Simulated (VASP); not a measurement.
# InSe (P6_3/mmc) in VASP: notebook, part 2 of 2

VASP 6.6.1.

## Step 3: Single point, LDA

This run uses another cell than the first one, of 28.04 Å³/atom, 0.933 times its volume.

Input file INCAR:

```
SYSTEM = InSe
  PREC = Accurate
  ENCUT = 520
  EDIFF = 1E-6
  ISMEAR = -1
  SIGMA = 0.05
  LREAL = .False.
  LASPH = .True.
  NELM = 80
  ALGO = Normal
  ISIF = 2
  LWAVE = .False.
  LCHARG = .True.
  GGA = CA
  LELF = .True.
  LVHAR = .True.
  NBANDS = 48
```

Input file KPOINTS:

```
regular mesh
0
Gamma
  8 8 2
  0 0 0
```

Input file POSCAR:

```
InSe
1.0
    3.9672058866      0.0000000000      0.0000000000
   -1.9836029433      3.4357010799      0.0000000000
    0.0000000000      0.0000000000     16.4578324099
In Se
4 4
Direct
    0.6666666667      0.3333333333      0.8333120816
    0.3333333333      0.6666666667      0.3333120816
    0.6666666667      0.3333333333      0.6666879184
    0.3333333333      0.6666666667      0.1666879184
    0.6666666667      0.3333333333      0.4105304933
    0.3333333333      0.6666666667      0.9105304933
    0.6666666667      0.3333333333      0.0894695067
    0.3333333333      0.6666666667      0.5894695067
```

Potentials or basis: VASP PAW LDA potentials, release 64 (In_d, Se).

Run with:

```
$ cat potpaw_LDA.64/In_d/POTCAR potpaw_LDA.64/Se/POTCAR > POTCAR
$ mpirun -np 1 vasp_std > vasp.out
```

OUTCAR:

```text
SYSTEM = InSe
   PREC = Accurate
   ENCUT = 520
   EDIFF = 1E-6
   ISMEAR = -1
   LREAL = .False.
   LASPH = .True.
   NELM = 80
   ISIF = 2
   GGA = CA

 ion  position               nearest neighbor table
   1  0.667  0.333  0.833-   6 2.62   6 2.62   6 2.62   3 2.74
   2  0.333  0.667  0.333-   5 2.62   5 2.62   5 2.62   4 2.74
   3  0.667  0.333  0.667-   8 2.62   8 2.62   8 2.62   1 2.74
   4  0.333  0.667  0.167-   7 2.62   7 2.62   7 2.62   2 2.74
   5  0.667  0.333  0.411-   2 2.62   2 2.62   2 2.62
   6  0.333  0.667  0.911-   1 2.62   1 2.62   1 2.62
   7  0.667  0.333  0.089-   4 2.62   4 2.62   4 2.62
   8  0.333  0.667  0.589-   3 2.62   3 2.62   3 2.62

  LATTYP: Found a hexagonal cell.
 ALAT       =     3.9672058866
 C/A-ratio  =     4.1484694468

  Lattice vectors:

 A1 = (   3.9672058866,   0.0000000000,   0.0000000000)
 A2 = (  -1.9836029433,   3.4357010799,   0.0000000000)
 A3 = (   0.0000000000,   0.0000000000,  16.4578324099)

Analysis of symmetry for initial positions (statically):
[... 186 lines left out ...]
 fundamental gap:      0.2923964753
 Fermi energy:         4.5410190178

 k-point     1 :       0.0000    0.0000    0.0000
  band No.  band energies     occupation
      1     -10.5044      2.00000
      2     -10.5036      2.00000
      3     -10.2847      2.00000
      4     -10.2847      2.00000
      5     -10.2841      2.00000
      6     -10.2841      2.00000
[... 1009 lines left out ...]
     47       9.6400      0.00000
     48       9.6400      0.00000

------------------------ aborting loop because EDIFF is reached ----------------------------------------

  FORCE on cell =-STRESS in cart. coord.  units (eV):
  Direction    XX          YY          ZZ          XY          YZ          ZX
  --------------------------------------------------------------------------------------
  -------------------------------------------------------------------------------------
  Total        0.1671254      0.1671254      0.2035912      0.0000000     -0.0000000      0.0000000
  in kB        1.1936590      1.1936590      1.4541087      0.0000000     -0.0000000      0.0000000
  external PRESSURE =       1.2804756 kB  Pullay stress =       0.0000000 kB

 VOLUME and BASIS-vectors are now :
 -----------------------------------------------------------------------------
  energy-cutoff  :      520.00
  volume of cell :      224.32
      direct lattice vectors                 reciprocal lattice vectors
     3.967205887  0.000000000  0.000000000     0.252066575  0.145530705  0.000000000
    -1.983602943  3.435701080  0.000000000     0.000000000  0.291061410  0.000000000
     0.000000000  0.000000000 16.457832410     0.000000000  0.000000000  0.060761343

 POSITION                                       TOTAL-FORCE (eV/Angst)
 -----------------------------------------------------------------------------------
      1.98360      1.14523     13.71451        -0.000000      0.000000     -0.012689
     -0.00000      2.29047      5.48559        -0.000000     -0.000000     -0.012689
      1.98360      1.14523     10.97224        -0.000000      0.000000      0.012689
     -0.00000      2.29047      2.74332         0.000000     -0.000000      0.012689
      1.98360      1.14523      6.75644         0.000000      0.000000      0.029142
     -0.00000      2.29047     14.98536        -0.000000     -0.000000      0.029142
      1.98360      1.14523      1.47247         0.000000     -0.000000     -0.029142
     -0.00000      2.29047      9.70139         0.000000     -0.000000     -0.029142
 -----------------------------------------------------------------------------------
    total drift:                               -0.000000      0.000000      0.000000

  FREE ENERGIE OF THE ION-ELECTRON SYSTEM (eV)
  ---------------------------------------------------
  free  energy   TOTEN  =       -33.3270247643 eV

  energy  without entropy=      -33.3265781411  energy(sigma->0) =      -33.32680145
```

OSZICAR:

```text
N       E                     dE             d eps       ncg     rms          rms(c)
DAV:   1     0.795655134388E+03    0.79566E+03   -0.33827E+04  1936   0.180E+03
DAV:   2     0.901847103360E+02   -0.70547E+03   -0.68346E+03  1920   0.482E+02
DAV:   3    -0.262379650476E+02   -0.11642E+03   -0.11277E+03  2304   0.199E+02
DAV:   4    -0.340206290296E+02   -0.77827E+01   -0.77266E+01  2328   0.511E+01
DAV:   5    -0.343159048967E+02   -0.29528E+00   -0.29513E+00  2360   0.101E+01    0.114E+01
DAV:   6    -0.334207034452E+02    0.89520E+00   -0.12895E+00  2528   0.158E+01    0.633E+00
DAV:   7    -0.333401549860E+02    0.80548E-01   -0.91584E-01  2728   0.549E+00    0.135E+00
DAV:   8    -0.333289157957E+02    0.11239E-01   -0.10039E-01  2832   0.317E+00    0.114E+00
DAV:   9    -0.333283242270E+02    0.59157E-03   -0.16114E-02  2288   0.502E-01    0.666E-01
DAV:  10    -0.333270865910E+02    0.12376E-02   -0.20812E-03  2864   0.517E-01    0.255E-01
DAV:  11    -0.333270264789E+02    0.60112E-04   -0.74331E-04  2624   0.168E-01    0.311E-02
DAV:  12    -0.333270239353E+02    0.25436E-05   -0.74068E-05  2936   0.587E-02    0.371E-02
DAV:  13    -0.333270253174E+02   -0.13821E-05   -0.79021E-06  2112   0.128E-02    0.500E-03
DAV:  14    -0.333270247643E+02    0.55301E-06   -0.16932E-06  1224   0.175E-02
   1 F= -.33327025E+02 E0= -.33326801E+02  d E =-.446623E-03
```

Wall time 2.9 min (1 thread of AMD EPYC 7R43 (Zen 3), shared host); peak memory 0.32 GiB.

Results:

| Quantity | Value |
| --- | --- |
| Free energy | -33.3270 eV |
| Pressure | 0.1 GPa |
| Largest force | 0.029 eV/Å |
| Band gap on the k mesh | 0.29 eV, direct |

Forces in eV/Å, atoms in the order of the input:
```
In   0.000  0.000 -0.013
In   0.000  0.000 -0.013
In   0.000  0.000  0.013
In   0.000  0.000  0.013
Se   0.000  0.000  0.029
Se   0.000  0.000  0.029
Se   0.000  0.000 -0.029
Se   0.000  0.000 -0.029
```

Levels at points of the mesh, in eV from the valence-band top:
```
           k point  band 34  band 35  band 36  band 37  band 38  band 39  band 40  band 41  band 42  band 43
(0.00, 0.00, 0.00)    -1.21    -1.21    -1.12    -1.12     0.00     0.29     1.75     2.02     2.06     4.13
(0.50, 0.00, 0.00)    -2.30    -2.30    -2.20    -2.08    -1.46     1.01     1.03     1.83     1.95     3.23
(0.00, 0.00, 0.50)    -1.16    -1.16    -1.16    -1.03    -1.03     1.23     1.23     2.04     2.04     4.21
(0.50, 0.00, 0.50)    -2.45    -2.16    -2.16    -1.86    -1.86     1.33     1.33     1.52     1.52     3.42
```

Caveat: spin-orbit coupling is left out, which moves the levels of the heavy elements.
